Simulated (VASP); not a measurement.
A run of VASP 6.6.1 is set up as follows.

The input INCAR:

```
SYSTEM = Sc3TiSe
ALGO = Normal ; EDIFF = 1E-7
EDIFFG = -0.01 ; ENCUT = 600
GGA = PE ; IBRION = 2
ISIF = 3 ; ISMEAR = 0
LASPH = .True. ; LCHARG = .False.
LREAL = .False. ; LWAVE = .False.
NELM = 60 ; NSW = 100
PREC = Accurate ; SIGMA = 0.1
```

The input KPOINTS:

```
k-points
0
Gamma
  8 8 8
  0 0 0
```

POSCAR

```
Sc3TiSe
1.0
    4.9804098464      0.0000000000      0.0000000000
    0.0000000000      4.9804098464      0.0000000000
    0.0000000000      0.0000000000      4.9804098464
Sc Ti Se
3 1 1
Direct
    0.0000000000      0.5000000000      0.5000000000
    0.5000000000      0.0000000000      0.5000000000
    0.5000000000      0.5000000000      0.0000000000
    0.0000000000      0.0000000000      0.0000000000
    0.5000000000      0.5000000000      0.5000000000
```

Potentials or basis: VASP PAW PBE potentials, release 64 (Sc_sv, Ti_sv, Se).

Launch:

```sh
$ cat potpaw_PBE.64/Sc_sv/POTCAR potpaw_PBE.64/Ti_sv/POTCAR potpaw_PBE.64/Se/POTCAR > POTCAR
$ mpirun -np 1 vasp_std > vasp.out
```

Q: Predict the band gap on the k mesh.

A: Zero (an odd number of electrons rules out a gap without spin polarisation).

Q: Estimate the relaxed volume.

A: 24.87 Å³/atom.

Step by step:
| step | energy change (eV) | largest force (eV/Å) | pressure (GPa) | volume (Å³) |
| --- | --- | --- | --- | --- |
| 1 | 0.0000 | 0.0000 | 0.44 | 123.54 |
| 2 | -0.0008 | 0.0000 | -0.22 | 124.76 |
| 3 | -0.0011 | 0.0000 | 0.00 | 124.34 |
